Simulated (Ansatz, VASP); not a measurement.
## Two plane-wave programs on Bi2Te2O

INCAR

```
  PREC = Accurate
  ENCUT = 600
  EDIFF = 1E-6
  ISMEAR = 1
  SIGMA = 0.1
  LREAL = False
  LASPH = True
  NELM = 120
  ALGO = Normal
  ISIF = 2
  LWAVE = False
  LCHARG = True
  GGA = PE
  LELF = True
  LVHAR = True
  NBANDS = 32
  GGA_COMPAT = False
```

KPOINTS

```
regular mesh
0
Gamma
  12 12 4
```

POSCAR

```
Bi2Te2O
1.0
    4.0720010266      0.0000000000      0.0000000000
   -2.0360005133      3.5264563333      0.0000000000
    0.0000000000      0.0000000000      9.6953509054
Bi Te O
2 2 1
Direct
    0.3333333333      0.6666666667      0.6663877197
    0.6666666667      0.3333333333      0.3336122803
    0.3333333333      0.6666666667      0.1431308342
    0.6666666667      0.3333333333      0.8568691658
    0.0000000000      0.0000000000      0.0000000000
```

Input for Ansatz:

```yaml
crystal:
  lattice:
    - [4.0720010266, 0.0, 0.0]
    - [-2.0360005133, 3.5264563333, 0.0]
    - [0.0, 0.0, 9.6953509054]
  atoms:
    - { symbol: Bi, position: [0.3333333333, 0.6666666667, 0.6663877197] }
    - { symbol: Bi, position: [0.6666666667, 0.3333333333, 0.3336122803] }
    - { symbol: Te, position: [0.3333333333, 0.6666666667, 0.1431308342] }
    - { symbol: Te, position: [0.6666666667, 0.3333333333, 0.8568691658] }
    - { symbol: O, position: [0.0, 0.0, 0.0] }
basis:
  ecutwfc: 420
  xc_grid: 1
kpoints:
  mp_grid: { grid: [12, 12, 4] }
hamiltonian:
  xc: pbe
scf:
  occupations: { method: methfessel_paxton, width: 0.005 }
output:
  forces: true
  eigenvalues: true
  stress: true
```

Alike in both runs: task single point; functional PBE; k mesh 12 × 12 × 4; no spin polarisation.

|  | VASP | Ansatz |
| --- | --- | --- |
| version | VASP 6.6.1 | Ansatz 0.2.0 |
| potentials or method | VASP PAW PBE potentials, release 64 (Bi_d, Te, O), cutoff 600 eV | scalar-relativistic, plane waves, PAW |
| occupations | methfessel-paxton of order 1, width 0.1 eV | methfessel-paxton of order 1, width 0.005 eV |
| valence electrons in the cell | 48 | 68 |

```tsv
	VASP	Ansatz	Ansatz less VASP
gap on the k mesh at the Fermi level (eV)	none	none	-
pressure (GPa)	-0.1	0.0	+0.08
rms of the force components (eV/Å)	0.007	0.003	-0.0043
```

Atom by atom the forces differ by 0.009 eV/Å (rms over components). A gap of «none» marks a metal or a gap that the smearing closes. VASP's potentials hold 48 valence electrons a cell and Ansatz's 68, so a difference there can come from the potentials and not from the codes.

Neither program's run includes spin-orbit coupling.
